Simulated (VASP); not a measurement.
Write the native input for VASP 6.6.1 that does the following.

```yaml
Task: relaxation of cell and atoms
Functional: PBE
Potentials_or_basis: VASP PAW PBE potentials, release 64 (Ni, Si)
Cutoff: 600 eV
k_mesh: 14 × 14 × 14
Occupations: fermi-dirac, width 0.1 eV
Spin: no spin polarisation
Target_pressure: 0.087 GPa
Dipole_correction: no
Further_INCAR_settings: ALGO = Normal; EDIFF = 1e-06; IBRION = 2; EDIFFG = -0.005; NSW = 60; ISIF = 3
```

The structure of SiNi (rocksalt type) lies in POSCAR:

```
SiNi
1.0
    0.0000000000      2.3703144354      2.3703144354
    2.3703144354      0.0000000000      2.3703144354
    2.3703144354      2.3703144354      0.0000000000
Ni Si
1 1
Direct
    0.0000000000      0.0000000000      0.0000000000
    0.5000000000      0.5000000000      0.5000000000
```

The input as run:

INCAR

```
SYSTEM = SiNi
ALGO     = Normal         ! electronic algorithm
EDIFF    = 1E-6           ! SCF threshold, eV
EDIFFG   = -0.005         ! ionic threshold
ENCUT    = 600            ! plane-wave cutoff, eV
GGA      = PE             ! functional
IBRION   = 2              ! ionic algorithm
ISIF     = 3              ! what is computed and relaxed
ISMEAR   = -1             ! smearing method
LASPH    = .TRUE.         ! aspherical terms in the spheres
LCHARG   = .FALSE.        ! write CHGCAR
LREAL    = .FALSE.        ! projectors in reciprocal space
LWAVE    = .FALSE.        ! write WAVECAR
NELM     = 100            ! most SCF steps
NSW      = 60             ! ionic steps
PREC     = Accurate       ! precision mode
PSTRESS  = 0.8699999999999999
SIGMA    = 0.1            ! smearing width, eV
```

KPOINTS

```
k-points
0
G
  14 14 14
  0 0 0
```

Potentials or basis: VASP PAW PBE potentials, release 64 (Ni, Si).

Command:

```sh
$ cat potpaw_PBE.64/Ni/POTCAR potpaw_PBE.64/Si/POTCAR > POTCAR
$ mpirun -np 1 vasp_std > vasp.out
```

It gave:

The pressure after relaxing is 0.1 GPa. The band gap on the k mesh is zero (band 7 reaches 13.01 eV, above the bottom of band 8 at 8.14 eV).

Caveat: the relaxation stopped at its first step, so nothing moved; the cell is relaxed towards a set pressure, so the enthalpy falls and the energy may rise.

Run time: 20 s on 1 thread of AMD EPYC 9R45 96-Core Processor (Zen 5) (shared host), peak memory 0.15 GiB.
